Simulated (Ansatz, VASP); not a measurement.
Given: the input of a run of Ansatz 0.2.0 on I.

input.yaml

```yaml
crystal:
  lattice:
    - [-1.6387407567, 1.6387407567, 4.3209303307]
    - [1.6387407567, -1.6387407567, 4.3209303307]
    - [1.6387407567, 1.6387407567, -4.3209303307]
  atoms:
    - { symbol: I, position: [0.0, 0.0, 0.0] }
kpoints:
  mp_grid: { grid: [11, 11, 11] }
scf:
  occupations: { method: fermi_dirac, width: 0.05 }
hamiltonian:
  xc: pbe
  pseudopotentials: { kind: all_electron, lapw: { basis_error: 0.0005 } }
output:
  forces: true
  stress: true
  eigenvalues: true
```

Potentials or basis: all-electron LAPW, scalar-relativistic.

The run is started by

```bash
$ ansatz run input.yaml --threads 1 --pin off --max-ram 2560MiB --backend cpu --events-out ev --progress --plain --runs-dir out
```

Set up the same calculation for VASP 6.6.1. Potentials there: VASP PAW PBE potentials, release 64 (I).

As run (the cutoff follows the program's own potentials):

The input INCAR:

```
PREC     = Accurate       # precision mode
ENCUT    = 520            # plane-wave cutoff, eV
EDIFF    = 1E-6           # SCF threshold, eV
ISMEAR   = -1             # smearing method
SIGMA    = 0.05           # smearing width, eV
LREAL    = False          # projectors in reciprocal space
LASPH    = True           # aspherical terms in the spheres
NELM     = 80             # most SCF steps
ALGO     = Normal         # electronic algorithm
ISIF     = 2              # what is computed and relaxed
LWAVE    = False          # write WAVECAR
LCHARG   = False          # write CHGCAR
GGA      = PE             # functional
NBANDS   = 10             # bands
```

The input KPOINTS:

```
Automatic mesh
0
Gamma
  11 11 11
```

The input POSCAR:

```
I
1.0
   -1.6387407567      1.6387407567      4.3209303307
    1.6387407567     -1.6387407567      4.3209303307
    1.6387407567      1.6387407567     -4.3209303307
I
1
Direct
    0.0000000000      0.0000000000      0.0000000000
```

Potentials or basis: VASP PAW PBE potentials, release 64 (I).

Command:

```console
$ cat potpaw_PBE.64/I/POTCAR > POTCAR
$ mpirun -np 1 vasp_std > vasp.out
```

Both were run:

|  | VASP | Ansatz | Ansatz less VASP |
| --- | --- | --- | --- |
| gap on the k mesh at the Fermi level (eV) | none | none | - |
| pressure (GPa) | -0.7 | -0.7 | +0.04 |
| traceless stress, the component that is largest in VASP (GPa) | 0.81 | 0.78 | -0.030 |

A gap of «none» marks a metal or a gap that the smearing closes. Ansatz ran all-electron here, and VASP with PAW potentials.

Neither program's run includes spin-orbit coupling.
